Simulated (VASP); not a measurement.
# CuI (P4/nmm) in VASP: notebook, part 2 of 2

VASP 6.6.1.

## (3) Relaxation of cell and atoms, LDA

This run uses another cell than the first one, of 22.86 Å³/atom.

The input, INCAR:

```
PREC = Accurate ; ENCUT = 600
EDIFF = 1E-6 ; ISMEAR = -1
SIGMA = 0.08 ; LREAL = F
LASPH = T ; NELM = 80
ALGO = Normal ; ISIF = 3
LWAVE = F ; LCHARG = F
GGA = CA ; IBRION = 2
NSW = 100 ; EDIFFG = -0.002
```

The input, KPOINTS:

```
regular mesh
0
Gamma
  10 10 6
```

The input, POSCAR:

```
CuI
1.0
    4.0229000000      0.0000000000      0.0000000000
    0.0000000000      4.0229000000      0.0000000000
    0.0000000000      0.0000000000      5.6506000000
Cu I
2 2
Direct
    0.0000000000      0.0000000000      0.0000000000
    0.5000000000      0.5000000000      0.0000000000
    0.0000000000      0.5000000000      0.2913000000
    0.5000000000      0.0000000000      0.7087000000
```

Potentials or basis: VASP PAW LDA potentials, release 64 (Cu, I).

Started as:

```
$ cat potpaw_LDA.64/Cu/POTCAR potpaw_LDA.64/I/POTCAR > POTCAR
$ mpirun -np 1 vasp_std > vasp.out
```

OUTCAR:

```text
PREC = Accurate
   ENCUT = 600
   EDIFF = 1E-6
   ISMEAR = -1
   LREAL = F
   LASPH = T
   NELM = 80
   ISIF = 3
   GGA = CA
   IBRION = 2
   NSW = 100
   EDIFFG = -0.002

 ion  position               nearest neighbor table
   1  0.000  0.000  0.000-   3 2.60   4 2.60   3 2.60   4 2.60
   2  0.500  0.500  0.000-   3 2.60   4 2.60   4 2.60   3 2.60
   3  0.000  0.500  0.291-   1 2.60   2 2.60   1 2.60   2 2.60
   4  0.500  0.000  0.709-   1 2.60   2 2.60   2 2.60   1 2.60

  LATTYP: Found a simple tetragonal cell.
 ALAT       =     4.0229000000
 C/A-ratio  =     1.4046086157

  Lattice vectors:

 A1 = (   4.0229000000,   0.0000000000,   0.0000000000)
 A2 = (   0.0000000000,   4.0229000000,   0.0000000000)
 A3 = (   0.0000000000,   0.0000000000,   5.6506000000)

Analysis of symmetry for initial positions (statically):
=====================================================================
 Subroutine PRICEL returns:
 Original cell was already a primitive cell.

 Routine SETGRP: Setting up the symmetry group for a
 simple tetragonal supercell.

 Subroutine GETGRP returns: Found 16 space group operations
 (whereof  8 operations were pure point group operations)
 out of a pool of 16 trial point group operations.

The static configuration has the point symmetry D_2d.
 The point group associated with its full space group is D_4h.

Analysis of symmetry for dynamics (positions and initial velocities):
=====================================================================
 Subroutine PRICEL returns:
 Original cell was already a primitive cell.
[... 238 lines left out ...]

 E-fermi :   6.6709     XC(G=0): -10.0845

 val. band max:        5.8475159677   @ k =   0.0000   0.0000   0.0000
 cond. band min:       7.3230942829   @ k =   0.0000   0.0000   0.0000
 fundamental gap:      1.4755783153
 Fermi energy:         6.6709104682

 k-point     1 :       0.0000    0.0000    0.0000
  band No.  band energies     occupation
      1      -8.7043      2.00000
      2      -7.5865      2.00000
      3      -0.5696      2.00000
      4       1.8183      2.00000
      5       1.8664      2.00000
      6       1.8664      2.00000
[... 622 lines left out ...]
  FREE ENERGIE OF THE ION-ELECTRON SYSTEM (eV)
  ---------------------------------------------------
  free  energy   TOTEN  =       -13.9260420761 eV

  energy  without entropy=      -13.9260403158  energy(sigma->0) =      -13.92604120

[... ionic steps 4 to 69 ...]

--------------------------------------- Ionic step       70  -------------------------------------------

 number of electron      36.0000022 magnetization

------------------------ aborting loop because EDIFF is reached ----------------------------------------
[... 71 lines left out ...]
--------------------------------------- Ionic step       72  -------------------------------------------

 number of electron      36.0000022 magnetization

 Free energy of the ion-electron system (eV)
  ---------------------------------------------------
  ext. energy  EPLUGINS =         0.00000000
  ---------------------------------------------------
  free energy    TOTEN  =       -13.94623129 eV

  energy without entropy =      -13.94622971  energy(sigma->0) =      -13.94623050

 E-fermi :   6.4499     XC(G=0):  -9.9562

 val. band max:        5.5931761680   @ k =   0.0000   0.0000   0.0000
 cond. band min:       7.1132373799   @ k =   0.0000   0.0000   0.0000
 fundamental gap:      1.5200612118
 Fermi energy:         6.4499207868

 k-point     1 :       0.0000    0.0000    0.0000
  band No.  band energies     occupation
      1      -8.8796      2.00000
      2      -7.9246      2.00000
      3      -0.8725      2.00000
      4       1.4274      2.00000
      5       1.6049      2.00000
      6       1.6049      2.00000
[... 622 lines left out ...]
  FREE ENERGIE OF THE ION-ELECTRON SYSTEM (eV)
  ---------------------------------------------------
  free  energy   TOTEN  =       -13.9462312927 eV

  energy  without entropy=      -13.9462297069  energy(sigma->0) =      -13.94623050

 reached required accuracy - stopping structural energy minimisation
```

OSZICAR:

```text
N       E                     dE             d eps       ncg     rms          rms(c)
DAV:   1     0.289269781010E+03    0.28927E+03   -0.17205E+04  3696   0.214E+03
DAV:   2     0.162196468385E+02   -0.27305E+03   -0.26656E+03  3708   0.386E+02
DAV:   3    -0.131632718868E+02   -0.29383E+02   -0.28529E+02  5154   0.150E+02
[... 532 lines left out ...]
DAV:   4    -0.139462313890E+02    0.42936E-06   -0.13598E-06  2016   0.100E-02
  71 F= -.13946231E+02 E0= -.13946231E+02  d E =-.306368E-05
       N       E                     dE             d eps       ncg     rms          rms(c)
DAV:   1    -0.139462336700E+02   -0.18517E-05   -0.44952E-05  4928   0.131E-01    0.124E-02
DAV:   2    -0.139462321454E+02    0.15246E-05   -0.25945E-05  4342   0.148E-01    0.567E-03
DAV:   3    -0.139462312927E+02    0.85275E-06   -0.52662E-06  3134   0.711E-02
  72 F= -.13946231E+02 E0= -.13946230E+02  d E =-.296740E-05
```

Wall time 38 min (1 thread of Intel Xeon 6975P-C (Granite Rapids), shared host); peak memory 0.32 GiB.

Results:

| Quantity | Value |
| --- | --- |
| Free energy | -13.9462 eV |
| Relaxed volume | 24.29 Å³/atom |
| Relaxed cell | a = 3.965 Å, b = 3.965 Å, c = 6.181 Å, α = 90.00°, β = 90.00°, γ = 90.00° |
| Space group after relaxing (to 0.1 Å) | P4/nmm (No. 129) |
| Energy gained by relaxing | 15.7 meV/atom |
| Ionic steps | 72 |
| Pressure after relaxing | 0.0 GPa |
| Band gap on the k mesh | 1.52 eV |

The path:
```tsv
step	energy change (eV)	largest force (eV/Å)	pressure (GPa)	volume (Å³)
1	0.0000	0.3253	0.50	91.45
3	-0.0426	0.1393	-0.44	95.24
5	-0.0503	0.0060	-0.69	98.52
7	-0.0556	0.1600	0.24	97.51
9	-0.0626	0.0022	-0.12	97.56
11	-0.0625	0.0423	0.19	97.05
13	-0.0627	0.0174	0.03	97.40
15	-0.0627	0.0080	-0.08	97.52
17	-0.0627	0.0106	-0.06	97.49
19	-0.0624	0.0238	-0.25	97.75
21	-0.0627	0.0085	-0.10	97.50
23	-0.0627	0.0107	-0.05	97.49
25	-0.0627	0.0119	-0.01	97.48
27	-0.0627	0.0116	-0.04	97.48
29	-0.0627	0.0301	0.15	97.02
31	-0.0627	0.0254	0.05	97.16
33	-0.0627	0.0171	0.03	97.08
35	-0.0626	0.0147	0.06	96.72
37	-0.0627	0.0017	0.12	96.91
39	-0.0628	0.0059	0.11	96.95
41	-0.0628	0.0064	0.07	97.01
43	-0.0628	0.0093	-0.07	97.03
45	-0.0628	0.0065	0.11	97.02
47	-0.0627	0.0222	-0.06	97.18
49	-0.0628	0.0179	-0.11	97.13
51	-0.0628	0.0059	-0.05	97.06
53	-0.0628	0.0109	0.03	96.95
55	-0.0628	0.0020	0.09	97.05
57	-0.0628	0.0117	-0.05	97.14
59	-0.0628	0.0039	-0.01	97.08
61	-0.0628	0.0027	-0.01	97.06
63	-0.0628	0.0096	0.02	97.13
65	-0.0628	0.0086	-0.13	97.15
67	-0.0628	0.0024	-0.05	97.16
69	-0.0628	0.0071	0.01	97.12
71	-0.0628	0.0024	0.04	97.14
72	-0.0628	0.0010	0.00	97.14
```

Final structure:
```xyz
4
Lattice="3.9646 0.0000 0.0000 0.0000 3.9646 0.0000 0.0000 0.0000 6.1805" Properties=species:S:1:pos:R:3 pbc="T T T"
Cu    0.0000    0.0000    0.0000
Cu    1.9823    1.9823    0.0000
I     0.0000    1.9823    1.6736
I     1.9823    0.0000    4.5069
```

Levels at points of the mesh, in eV from the valence-band top:
| k point | band 16 | band 17 | band 18 | band 19 | band 20 | band 21 |
| --- | --- | --- | --- | --- | --- | --- |
| (0.00, 0.00, 0.00) | -1.04 | 0.00 | 0.00 | 1.52 | 2.98 | 3.23 |
| (0.50, 0.00, 0.00) | -1.51 | -0.63 | -0.63 | 3.86 | 3.86 | 4.71 |
| (0.50, 0.50, 0.00) | -2.09 | -1.43 | -1.43 | 2.28 | 2.28 | 2.40 |
| (0.00, 0.00, 0.50) | -1.51 | -0.53 | -0.53 | 3.32 | 3.49 | 3.57 |
| (0.50, 0.00, 0.50) | -0.93 | -0.58 | -0.58 | 2.06 | 2.06 | 5.11 |
| (0.50, 0.50, 0.50) | -2.10 | -1.29 | -1.29 | 4.09 | 4.09 | 4.31 |

Caveat: spin-orbit coupling is left out, which moves the levels of the heavy elements. A k mesh can miss the band edges.
